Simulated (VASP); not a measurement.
# Cu (I4/mmm) in VASP: single point with PBEsol

Aim: the single point of Cu with PBEsol.

Program: VASP 6.6.1. These are calculated values, not measurements. Logs are shortened: lines on timing, memory, paths and dates and some standing lists are left out, and cuts for length are marked.

### 1 The cell of the first run

It takes space group I4/mmm (No. 139, tetragonal). Conventional cell: a = 2.886 Å, b = 2.886 Å, c = 2.752 Å, α = 90.00°, β = 90.00°, γ = 90.00°. Cu (site symmetry 4/mmm) has 14 Cu at 2.46 to 2.89 Å within 3.2 Å.

### 2 Single point, PBEsol

INCAR reads:

```
SYSTEM = Cu
PREC     = Accurate       ! precision mode
ENCUT    = 590            ! plane-wave cutoff, eV
EDIFF    = 1E-6           ! SCF threshold, eV
ISMEAR   = 0              ! smearing method
SIGMA    = 0.1            ! smearing width, eV
LREAL    = .FALSE.        ! projectors in reciprocal space
LASPH    = .TRUE.         ! aspherical terms in the spheres
NELM     = 300            ! most SCF steps
ALGO     = All            ! electronic algorithm
ISIF     = 2              ! what is computed and relaxed
LWAVE    = .FALSE.        ! write WAVECAR
LCHARG   = .FALSE.        ! write CHGCAR
GGA      = PS             ! functional
NBANDS   = 12             ! bands
GGA_COMPAT= .FALSE.      
ISEARCH  = 1
```

KPOINTS reads:

```
regular mesh
0
G
  1 1 1
  0 0 0
```

POSCAR reads:

```
Cu
1.0
   -1.4427933200      1.4427933200      1.3760814500
    1.4427933200     -1.4427933200      1.3760814500
    1.4427933200      1.4427933200     -1.3760814500
Cu
1
Direct
    0.0000000000      0.0000000000      0.0000000000
```

Potentials or basis: VASP PAW PBE potentials, release 64 (Cu).

Command:

```console
$ cat potpaw_PBE.64/Cu/POTCAR > POTCAR
$ mpirun -np 4 vasp_gam > vasp.out
```

OUTCAR:

```text
SYSTEM = Cu
   PREC = Accurate
   ENCUT = 590
   EDIFF = 1E-6
   ISMEAR = 0
   LREAL = .FALSE.
   LASPH = .TRUE.
   NELM = 300
   ISIF = 2
   GGA = PS

 ion  position               nearest neighbor table
   1  0.000  0.000  0.000-

  LATTYP: Found a body centered tetragonal cell.
 ALAT       =     2.8855866400
 C/A-ratio  =     0.9537620052

  Lattice vectors:

 A1 = (  -1.4427933200,   1.4427933200,   1.3760814500)
 A2 = (   1.4427933200,  -1.4427933200,   1.3760814500)
 A3 = (   1.4427933200,   1.4427933200,  -1.3760814500)

Analysis of symmetry for initial positions (statically):
=====================================================================
 Subroutine PRICEL returns:
 Original cell was already a primitive cell.

 Routine SETGRP: Setting up the symmetry group for a
 body centered tetragonal supercell.

 Subroutine GETGRP returns: Found 16 space group operations
 (whereof 16 operations were pure point group operations)
 out of a pool of 16 trial point group operations.

The static configuration has the point symmetry D_4h.

Analysis of symmetry for dynamics (positions and initial velocities):
=====================================================================
 Subroutine PRICEL returns:
 Original cell was already a primitive cell.

 Routine SETGRP: Setting up the symmetry group for a
 body centered tetragonal supercell.

 Subroutine GETGRP returns: Found 16 space group operations
 (whereof 16 operations were pure point group operations)
 out of a pool of 16 trial point group operations.

The dynamic configuration has the point symmetry D_4h.

 Subroutine INISYM returns: Found 16 space group operations
 (whereof 16 operations are pure point group operations),
 and found     1 'primitive' translations

----------------------------------------------------------------------------------------

                                     Primitive cell

  volume of cell :      11.4581

  direct lattice vectors                    reciprocal lattice vectors
    -1.442793320  1.442793320  1.376081450     0.000000000  0.346549983  0.363350585
     1.442793320 -1.442793320  1.376081450     0.346549983  0.000000000  0.363350585
     1.442793320  1.442793320 -1.376081450     0.346549983  0.346549983  0.000000000

  length of vectors
     2.461078074  2.461078074  2.461078074     0.502116060  0.502116060  0.490095685

  position of ions in fractional coordinates (direct lattice)
     0.000000000  0.000000000  0.000000000

  ion indices of the primitive-cell ions
   primitive index   ion index
                 1           1

----------------------------------------------------------------------------------------

 KPOINTS: regular mesh

Automatic generation of k-mesh.
 Grid dimensions read from file:
 generate k-points for:    1    1    1

 Generating k-lattice:

  Cartesian coordinates                     Fractional coordinates (reciprocal lattice)
     0.000000000  0.346549983  0.363350585     1.000000000 -0.000000000  0.000000000
     0.346549983  0.000000000  0.363350585    -0.000000000  1.000000000  0.000000000
     0.346549983  0.346549983  0.000000000     0.000000000  0.000000000  1.000000000

  Length of vectors
     0.502116060  0.502116060  0.490095685

  Shift w.r.t. Gamma in fractional coordinates (k-lattice)
     0.000000000  0.000000000  0.000000000

 Subroutine IBZKPT returns following result:
 ===========================================

 Found      1 irreducible k-points:

 Following reciprocal coordinates:
            Coordinates               Weight
  0.000000  0.000000  0.000000      1.000000
   k-points           NKPTS =      1   k-points in BZ     NKDIM =      1   number of bands    NBANDS=     12
   number of dos      NEDOS =    301   number of ions     NIONS =      1
   total plane-waves  NPLWV =   8000
   dimension x,y,z NGX =    20 NGY =   20 NGZ =   20
   dimension x,y,z NGXF=    40 NGYF=   40 NGZF=   40
   ions per type =               1
   NGX,Y,Z   is equivalent  to a cutoff of  13.51, 13.51, 13.51 a.u.
   NGXF,Y,Z  is equivalent  to a cutoff of  27.02, 27.02, 27.02 a.u.
 SYSTEM =  Cu
   PREC   = accura    normal or accurate (medium, high low for compatibility)
   ISTART =      0    job   : 0-new  1-cont  2-samecut
   ICHARG =      2    charge: 1-file 2-atom 10-const
   ISPIN  =      1    spin polarized calculation?
   LNONCOLLINEAR =      F non collinear calculations
   LSORBIT =      F    spin-orbit coupling
   LASPH  =      T    aspherical Exc in radial PAW
   ENCUT  =  590.0 eV  43.36 Ry    6.59 a.u.   4.87  4.87  4.87*2*pi/ulx,y,z
   NELM   =    300;   NELMIN=  2; NELMDL= -5     # of ELM steps
   EDIFF  = 0.1E-05   stopping-criterion for ELM
   LREAL  =      F    real-space projection
   EDIFFG = 0.1E-04   stopping-criterion for IOM
   NSW    =      0    number of steps for IOM
   IBRION =     -1    ionic relax: 0-MD 1-quasi-New 2-CG
   NFREE  =      0    steps in history (QN), initial steepest desc. (CG)
   ISIF   =      2    stress and relaxation
   ISYM   =      2    0-nonsym 1-usesym 2-fastsym
   POTIM  = 0.5000    time-step for ionic-motion
   TEBEG  =    0.0;   TEEND  =   0.0 temperature during run
   PSTRESS=    0.0 pullay stress
   NELECT =      11.0000    total number of electrons
   NUPDOWN=      -1.0000    fix difference up-down
   EMIN   =  10.00;   EMAX   =-10.00  energy-range for DOS
   EFERMI =   0.00;   METHOD = LEGACY
   ISMEAR =     0;   SIGMA  =   0.10  broadening in eV -4-tet -1-fermi 0-gaus
   EFERMI_NEDOS =   21; number of points for ismear=-14 and -15
   IALGO  =     58    algorithm
   IMIX   =      4    mixing-type and parameters
     AMIX     =   0.40;   BMIX     =  1.00
     AMIX_MAG =   1.60;   BMIX_MAG =  1.00
  volume/ion in A,a.u.               =      11.46        77.32
  Fermi-wavevector in a.u.,A,eV,Ry     =   1.614984  3.051878 35.486359  2.608174
  Thomas-Fermi vector in A             =   2.709805
   LORBIT       =      0    0 simple, 1 ext, 2 COOP (PROOUT), +10 PAW based schemes
   GGA     = PS    functional components
   LHFCALC =     F    Hartree Fock is set to
   AEXX    =    0.0000 exact exchange contribution
   IVDW    =     0    specifies the selected vdW correction
   LEPSILON=     F    determine dielectric tensor
   LRPA    =     F    only Hartree local field effects (RPA)
 non-spin polarized calculation
 Gauss-broadening in eV      SIGMA  =   0.10
  energy-cutoff  :      590.00
  volume of cell :       11.46
 maximum number of plane-waves:       187
 NGX is ok and might be reduce to    18
   NGX =  9   NGY =  9   NGZ =  9

 number of electron      10.9999999 magnetization

 Free energy of the ion-electron system (eV)
  ---------------------------------------------------
  ext. energy  EPLUGINS =         0.00000000
  ---------------------------------------------------
  free energy    TOTEN  =       -14.49908282 eV

  energy without entropy =      -14.40949261  energy(sigma->0) =      -14.45428772

 E-fermi :   4.0985     XC(G=0): -13.2017

 val. band max:        4.0557984115   @ k =   0.0000   0.0000   0.0000
 cond. band min:      32.7932858906   @ k =   0.0000   0.0000   0.0000
 fundamental gap:     28.7374874791
 Fermi energy:         4.0985130851

 k-point     1 :       0.0000    0.0000    0.0000
  band No.  band energies     occupation
      1      -1.8456      2.00000
      2       3.0562      2.00000
      3       3.3362      2.00000
      4       3.3363      2.00000
      5       4.0452      1.55132
      6       4.0558      1.44868
      7      32.7933      0.00000
      8      32.7933      0.00000
      9      34.0276      0.00000
     10      36.3942      0.00000
     11      36.5866      0.00000
     12      36.6344      0.00000

------------------------ aborting loop because EDIFF is reached ----------------------------------------

  FORCE on cell =-STRESS in cart. coord.  units (eV):
  Direction    XX          YY          ZZ          XY          YZ          ZX
  --------------------------------------------------------------------------------------
  -------------------------------------------------------------------------------------
  Total       -7.0609840     -7.0609840     -6.6387202      0.0000000      0.0000000      0.0000000
  in kB     -987.3324925   -987.3324925   -928.2876445      0.0000000      0.0000000      0.0000000
  external PRESSURE =    -967.6508765 kB  Pullay stress =       0.0000000 kB

 VOLUME and BASIS-vectors are now :
 -----------------------------------------------------------------------------
  energy-cutoff  :      590.00
  volume of cell :       11.46
      direct lattice vectors                 reciprocal lattice vectors
    -1.442793320  1.442793320  1.376081450     0.000000000  0.346549983  0.363350585
     1.442793320 -1.442793320  1.376081450     0.346549983  0.000000000  0.363350585
     1.442793320  1.442793320 -1.376081450     0.346549983  0.346549983  0.000000000

 POSITION                                       TOTAL-FORCE (eV/Angst)
 -----------------------------------------------------------------------------------
      0.00000      0.00000      0.00000         0.000000      0.000000      0.000000
 -----------------------------------------------------------------------------------
    total drift:                               -0.000000     -0.000000      0.000000

  FREE ENERGIE OF THE ION-ELECTRON SYSTEM (eV)
  ---------------------------------------------------
  free  energy   TOTEN  =       -14.4990828174 eV

  energy  without entropy=      -14.4094954048  energy(sigma->0) =      -14.45428911
```

Run time: 2.7 s. Hardware: 4 MPI ranks of AMD EPYC 9R45 (Zen 5), shared host; peak memory 0.07 GiB.

What came out:

```
Free energy            : -14.4991 eV
Pressure               : -96.8 GPa
Band gap on the k mesh : zero (an odd number of electrons rules out a gap without spin polarisation)
```

Levels at points of the mesh, in eV from the Fermi level:
| k point | band 3 | band 4 | band 5 | band 6 | band 7 | band 8 | band 9 | band 10 |
| --- | --- | --- | --- | --- | --- | --- | --- | --- |
| (0.00, 0.00, 0.00) | -0.76 | -0.76 | -0.05 | -0.04 | 28.69 | 28.69 | 29.93 | 32.30 |

Caveat: the k points lie up to 3.15 Å⁻¹ apart, too coarse for converged energies and pressures of a metal; the PAW data sets were made with another functional, which shifts forces and pressure a little.

The gap in the log of VASP goes by the Fermi energy; the results here count the filled bands.